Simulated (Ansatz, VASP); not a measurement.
## TiC in VASP and in Ansatz

```
CELL_PARAMETERS angstrom
0.00000 2.12020 2.12020
2.12020 0.00000 2.12020
2.12020 2.12020 0.00000
ATOMIC_POSITIONS crystal
Ti 0.00000 0.00000 0.00000
C 0.50000 0.50000 0.50000
```

Change from the starting cell: volume scaled by 0.9405, PAW files.

Alike in both runs: task electric field gradients; functional PBEsol; k mesh 16 × 16 × 16; occupations fermi-dirac, width 0.03 eV; no spin polarisation.

```csv
,VASP,Ansatz
version,VASP 6.6.1,Ansatz 0.2.0
potentials or method,"VASP PAW PBE potentials, release 64 (Ti_sv, C)","PAW with Ansatz's default frozen-core files, scalar-relativistic"
plane-wave cutoff (eV),520,420
valence electrons in the cell,16,16
```

```csv
,VASP,Ansatz,Ansatz less VASP
pressure (GPa),10.9,10.7,-0.23
```

VASP's potentials were made for PBE, not for PBEsol.
